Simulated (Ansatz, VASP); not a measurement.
**P in VASP and in Ansatz**

```
P
1.0
     2.63501    0.00000    0.00000
    -1.31751    2.28199    0.00000
     0.00000    0.00000    2.44926
P
1
Direct
  0.00000 0.00000 0.00000
```

Alike in both runs: functional PBE; k mesh 24 × 24 × 22; occupations gaussian, width 0.1 eV; no spin polarisation.

Ansatz relaxed the structure, and its values are those at the end. VASP's run is a single point on that final structure, the one shown.

|  | VASP | Ansatz |
| --- | --- | --- |
| version | VASP 6.6.1 | Ansatz 0.2.0 |
| potentials or method | VASP PAW PBE potentials, release 64 (P), cutoff 520 eV | scalar-relativistic, plane waves, PAW |
| valence electrons in the cell | 5 | 5 |

Ansatz gave:

- gap on the k mesh at the Fermi level (eV): none
- pressure (GPa): 0.0

Q: What did VASP give for the same quantities?

A: gap on the k mesh at the Fermi level (eV): none; pressure (GPa): -0.2.

A gap of «none» marks a metal or a gap that the smearing closes. With one functional, cell and mesh, what is left measures potentials, basis and numerics.
